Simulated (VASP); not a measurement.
Runs of VASP 6.6.1 on TiB2. The structure is that of space group P6/mmm (No. 191), or close to it. The cells are those of the table. 

| task | cell | gap on the mesh (eV) | pressure (GPa) |
| --- | --- | --- | --- |
| single point | a = 3.029, b = 3.029, c = 3.132 Å, angles 90.0, 90.0, 120.0°, 3 atoms | none | 7.7 |
| single point | a = 2.938, b = 2.938, c = 3.228 Å, angles 90.0, 90.0, 120.0°, 3 atoms | none | (b) |
| electric field gradients | a = 3.089, b = 3.089, c = 3.292 Å, angles 90.0, 90.0, 120.0°, 3 atoms | none | -12.9 |
| electric field gradients | a = 3.090, b = 3.090, c = 3.228 Å, angles 90.0, 90.0, 120.0°, 3 atoms | none | (c) |
| single point | a = 3.029, b = 3.029, c = 3.261 Å, angles 90.0, 90.0, 120.0°, 3 atoms | none | -1.7 |
| single point | a = 2.999, b = 2.999, c = 3.228 Å, angles 90.0, 90.0, 120.0°, 3 atoms | none | (a) |
| single point | a = 3.029, b = 3.029, c = 3.196 Å, angles 90.0, 90.0, 120.0°, 3 atoms | none | 2.7 |
| electric field gradients | a = 3.019, b = 3.019, c = 3.218 Å, angles 90.0, 90.0, 120.0°, 3 atoms | none | 3.0 |

Alike in all rows: level PBE; potentials or basis VASP PAW PBE potentials, release 64 (Ti_sv, B); no spin polarisation; k mesh 15 × 15 × 13; cutoff (eV) 520; smearing fermi-dirac 0.08 eV.

Problem. Fill in the values left out.

Solution. (a) 6.2; (b) 19.4; (c) -9.6.

A gap of «none» marks levels without a gap at the run's occupations.
